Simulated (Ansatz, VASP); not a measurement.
# LiSi2: VASP beside Ansatz

```
Li Si
1.0
     1.90216   -4.05823    0.00000
     1.90216    4.05823    0.00000
     0.00000    0.00000    5.94311
Li Si
2 4
Direct
  0.95830 0.04170 0.25000
  0.04170 0.95830 0.75000
  0.65887 0.34113 0.04471
  0.34113 0.65887 0.54471
  0.65887 0.34113 0.45529
  0.34113 0.65887 0.95529
```

Alike in both runs: functional PBE; k mesh 12 × 12 × 6; occupations gaussian, width 0.1 eV; no spin polarisation.

Ansatz relaxed the structure, and its values are those at the end. VASP's run is a single point on that final structure, the one shown.

|  | VASP | Ansatz |
| --- | --- | --- |
| version | VASP 6.6.1 | Ansatz 0.2.0 |
| potentials or method | VASP PAW PBE potentials, release 64 (Li_sv, Si), cutoff 520 eV | scalar-relativistic, plane waves, PAW |
| valence electrons in the cell | 22 | 22 |

```csv
,VASP,Ansatz,Ansatz less VASP
gap on the k mesh at the Fermi level (eV),none,none,-
rms of the force components (eV/Å),0.003,0.003,-0.0002
```

A gap of «none» marks a metal or a gap that the smearing closes.

Noted on VASP's run: the cutoff is short for stress, so the pressure is rough.
